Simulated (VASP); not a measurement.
Crystal: Li2Se.

```xyz
3
Lattice="0.0000 3.0235 3.0235 3.0235 0.0000 3.0235 3.0235 3.0235 0.0000" Properties=species:S:1:pos:R:3 pbc="T T T"
Se    0.0000    0.0000    0.0000
Li    1.5117    1.5117    1.5117
Li    4.5352    4.5352    4.5352
```

This cell differs from its parent crystal: strain +1.0%.

Base run:

```yaml
Program: VASP 6.6.1
Functional: PBE
Potentials_or_basis: VASP PAW PBE potentials, release 64 (Se, Li_sv)
Cutoff: 750 eV
k_mesh: 8 × 8 × 8
Occupations: fermi-dirac, width 0.02 eV
Spin: no spin polarisation
```

Its results: band gap on the k mesh 2.99 eV (least direct gap 3.30 eV); pressure -0.7 GPa.

Question: The run is repeated on the same cell with these changes: functional from PBE to r2SCAN; cutoff from 750 eV to 830 eV; occupations from fermi-dirac, width 0.02 eV to gaussian, width 0.01 eV. What comes out?

Answer: Band gap on the k mesh 3.48 eV (least direct gap 4.04 eV); pressure -1.2 GPa.

Caveats: the PAW data sets were made with another functional, which shifts forces and pressure a little (at least some runs).

A k mesh can miss the band edges.
